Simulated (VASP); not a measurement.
# V (C2/c) in VASP: single point with r2SCAN

Aim: the single point of V with r2SCAN.

Program: VASP 6.6.1. These are calculated values, not measurements. Logs are shortened: lines on timing, memory, paths and dates and some standing lists are left out, and cuts for length are marked.

## (1) The cell of the first run

The typed cell holds 2 atoms: a = 2.878 Å, b = 2.878 Å, c = 4.796 Å, α = 96.57°, β = 96.57°, γ = 128.22°.

## (2) Single point, r2SCAN (15.06 Å³/atom)

The input, POSCAR:

```
V
1.0
   -1.8305095406      1.8304446831      1.2564898539
    1.8304446831     -1.8305095406      1.2564898539
    3.2731706276      3.2731706276     -1.2566086406
V
2
Direct
    0.9999495862      0.0000504138      0.0000000000
    0.7500504138      0.2499495862      0.5000000000
```

The input, INCAR.step1:

```
SYSTEM = V
PREC = Accurate ; ENCUT = 520
ISMEAR = -1 ; SIGMA = 0.1
LREAL = .False. ; LASPH = .True.
NELM = 100 ; NBANDS = 20
GGA = PE ; ALGO = Normal
EDIFF = 1E-4 ; LWAVE = .True.
LCHARG = .False.
```

The input, INCAR.step2:

```
SYSTEM = V
PREC = Accurate ; ENCUT = 520
EDIFF = 1E-6 ; ISMEAR = -1
SIGMA = 0.1 ; LREAL = .False.
LASPH = .True. ; NELM = 100
ALGO = Normal ; ISIF = 2
LWAVE = .False. ; LCHARG = .False.
METAGGA = R2SCAN ; LMIXTAU = .True.
NBANDS = 20 ; ISTART = 1
```

The input, KPOINTS:

```
regular mesh
0
Gamma
  17 17 8
  0 0 0
```

Potentials or basis: VASP PAW PBE potentials, release 64 (V_sv).

The run is started by

```bash
> cat potpaw_PBE.64/V_sv/POTCAR > POTCAR
> cp INCAR.step1 INCAR
> mpirun -np 1 vasp_std > vasp.out
> cp INCAR.step2 INCAR
> mpirun -np 1 vasp_std > vasp.out
```

OUTCAR:

```text
SYSTEM = V
   PREC = Accurate
   ENCUT = 520
   EDIFF = 1E-6
   ISMEAR = -1
   LREAL = .False.
   LASPH = .True.
   NELM = 100
   ISIF = 2
   METAGGA = R2SCAN
   ISTART = 1

 ion  position               nearest neighbor table
   1  1.000  0.000  0.000-   2 2.72   2 2.72   2 2.73   2 2.73
   2  0.750  0.250  0.500-   1 2.72   1 2.72   1 2.73   1 2.73

  Warning from LATTYP: Got some problem with cell dimensions!
  Tried to take original basis but could not verify dimensions!
  LATTYP: Found a base centered monoclinic cell.
 ALAT       =     2.5129797095
 B/A-ratio  =     2.0602518575
 C/A-ratio  =     1.9086280273
 COS(beta)  =    -0.2619082878

  Lattice vectors:

 A1 = (   1.8305095406,  -1.8304446831,  -1.2564898539)
 A2 = (  -1.8304446831,   1.8305095406,  -1.2564898539)
 A3 = (   3.2731057701,   3.2731057701,   1.2563710672)

Analysis of symmetry for initial positions (statically):
=====================================================================
 Subroutine PRICEL returns:
 Original cell was already a primitive cell.

 Routine SETGRP: Setting up the symmetry group for a
 base centered monoclinic supercell.

 Subroutine GETGRP returns: Found  4 space group operations
 (whereof  2 operations were pure point group operations)
 out of a pool of  4 trial point group operations.

The static configuration has the point symmetry C_2 .
 The point group associated with its full space group is C_2h.

Analysis of symmetry for dynamics (positions and initial velocities):
=====================================================================
 Subroutine PRICEL returns:
 Original cell was already a primitive cell.

 Routine SETGRP: Setting up the symmetry group for a
 base centered monoclinic supercell.

 Subroutine GETGRP returns: Found  4 space group operations
 (whereof  2 operations were pure point group operations)
 out of a pool of  4 trial point group operations.

The dynamic configuration has the point symmetry C_2 .
 The point group associated with its full space group is C_2h.

 Subroutine INISYM returns: Found  4 space group operations
 (whereof  2 operations are pure point group operations),
 and found     1 'primitive' translations

----------------------------------------------------------------------------------------

                                     Primitive cell
[... 85 lines left out ...]
   ISPIN  =      1    spin polarized calculation?
   LNONCOLLINEAR =      F non collinear calculations
   LSORBIT =      F    spin-orbit coupling
   LASPH  =      T    aspherical Exc in radial PAW
   ENCUT  =  520.0 eV  38.22 Ry    6.18 a.u.   5.35  5.35  8.92*2*pi/ulx,y,z
   NELM   =    100;   NELMIN=  2; NELMDL=  0     # of ELM steps
   EDIFF  = 0.1E-05   stopping-criterion for ELM
   LREAL  =      F    real-space projection
   EDIFFG = 0.1E-04   stopping-criterion for IOM
   NSW    =      0    number of steps for IOM
   IBRION =     -1    ionic relax: 0-MD 1-quasi-New 2-CG
   NFREE  =      0    steps in history (QN), initial steepest desc. (CG)
   ISIF   =      2    stress and relaxation
   ISYM   =      2    0-nonsym 1-usesym 2-fastsym
   POTIM  = 0.5000    time-step for ionic-motion
   TEBEG  =    0.0;   TEEND  =   0.0 temperature during run
   PSTRESS=    0.0 pullay stress
   NELECT =      26.0000    total number of electrons
   NUPDOWN=      -1.0000    fix difference up-down
   EMIN   =  10.00;   EMAX   =-10.00  energy-range for DOS
   EFERMI =   0.00;   METHOD = LEGACY
   ISMEAR =    -1;   SIGMA  =   0.10  broadening in eV -4-tet -1-fermi 0-gaus
   EFERMI_NEDOS =   21; number of points for ismear=-14 and -15
   IALGO  =     38    algorithm
   IMIX   =      4    mixing-type and parameters
     AMIX     =   0.40;   BMIX     =  1.00
     AMIX_MAG =   1.60;   BMIX_MAG =  1.00
  volume/ion in A,a.u.               =      15.06       101.60
  Fermi-wavevector in a.u.,A,eV,Ry     =   1.558895  2.945884 33.064228  2.430152
  Thomas-Fermi vector in A             =   2.662332
   LORBIT       =      0    0 simple, 1 ext, 2 COOP (PROOUT), +10 PAW based schemes
   METAGGA = R2SCAN    functional components
   LHFCALC =     F    Hartree Fock is set to
   AEXX    =    0.0000 exact exchange contribution
   IVDW    =     0    specifies the selected vdW correction
   LEPSILON=     F    determine dielectric tensor
   LRPA    =     F    only Hartree local field effects (RPA)
 non-spin polarized calculation
  energy-cutoff  :      520.00
  volume of cell :       30.11
 maximum number of plane-waves:       838
 NGX is ok and might be reduce to    24
   NGX = 11   NGY = 11   NGZ = 17

 number of electron      26.0000000 magnetization

 Free energy of the ion-electron system (eV)
  ---------------------------------------------------
  ext. energy  EPLUGINS =         0.00000000
  ---------------------------------------------------
  free energy    TOTEN  =       -27.93259353 eV

  energy without entropy =      -27.83916237  energy(sigma->0) =      -27.88587795

 E-fermi :   8.4769     XC(G=0): -13.3838

 val. band max:        8.4733858139   @ k =  -0.4706   0.1176   0.3750
 cond. band min:       8.4780516208   @ k =   0.3529   0.0588  -0.0000
 fundamental gap:      0.0046658069
 Fermi energy:         8.4768652963

 k-point     1 :       0.0000    0.0000    0.0000
  band No.  band energies     occupation
      1     -58.1251      2.00000
      2     -58.0152      2.00000
      3     -31.0989      2.00000
      4     -30.6289      2.00000
      5     -30.5061      2.00000
      6     -30.4837      2.00000
[... 541 lines left out ...]
     19      11.3245      0.00000
     20      12.1875      0.00000

 [... further k-points ...]

------------------------ aborting loop because EDIFF is reached ----------------------------------------

  FORCE on cell =-STRESS in cart. coord.  units (eV):
  Direction    XX          YY          ZZ          XY          YZ          ZX
  --------------------------------------------------------------------------------------
  -------------------------------------------------------------------------------------
  Total       -3.1415339     -3.1415339     -3.0621809      0.0860139      0.0001665      0.0001664
  in kB     -167.1493550   -167.1493550   -162.9272784      4.5764814      0.0088564      0.0088521
  external PRESSURE =    -165.7419961 kB  Pullay stress =       0.0000000 kB

 VOLUME and BASIS-vectors are now :
 -----------------------------------------------------------------------------
  energy-cutoff  :      520.00
  volume of cell :       30.11
      direct lattice vectors                 reciprocal lattice vectors
    -1.830509541  1.830444683  1.256489854    -0.060189895  0.212962934  0.397937916
     1.830444683 -1.830509541  1.256489854     0.212962934 -0.060189895  0.397937916
     3.273170628  3.273170628 -1.256608641     0.152758597  0.152758597  0.000007885

 POSITION                                       TOTAL-FORCE (eV/Angst)
 -----------------------------------------------------------------------------------
     -1.83032      1.83026      1.25649        -0.000962      0.000962     -0.000000
      0.72113      2.55198      0.62819         0.000962     -0.000962      0.000000
 -----------------------------------------------------------------------------------
    total drift:                                0.000000     -0.000000      0.000000

  FREE ENERGIE OF THE ION-ELECTRON SYSTEM (eV)
  ---------------------------------------------------
  free  energy   TOTEN  =       -27.9325935325 eV

  energy  without entropy=      -27.8391623683  energy(sigma->0) =      -27.88587795
```

OUTCAR.step1:

```text
SYSTEM = V
   PREC = Accurate
   ENCUT = 520
   ISMEAR = -1
   LREAL = .False.
[... 781 lines left out ...]
     -1.83032      1.83026      1.25649        -0.000383      0.000383     -0.000000
      0.72113      2.55198      0.62819         0.000383     -0.000383      0.000000
 -----------------------------------------------------------------------------------
    total drift:                                0.000000     -0.000000      0.000000

  FREE ENERGIE OF THE ION-ELECTRON SYSTEM (eV)
  ---------------------------------------------------
  free  energy   TOTEN  =       -17.6873307571 eV

  energy  without entropy=      -17.5854953562  energy(sigma->0) =      -17.63641306
```

It took 9.4 min on 1 thread of Intel Xeon 6975P-C (Granite Rapids), shared host; peak memory 0.39 GiB.

Results:

- Free energy: -27.9326 eV
- Pressure: -16.6 GPa
- Band gap on the k mesh: zero (bands 13 and 14 overlap by 1.61 eV)

Stress tensor (GPa, compression positive):
```
-16.71   0.46   0.00
  0.46 -16.71   0.00
  0.00   0.00 -16.29
```

Caveat: the cell stands under tension; the PAW data sets were made with another functional, which shifts forces and pressure a little.
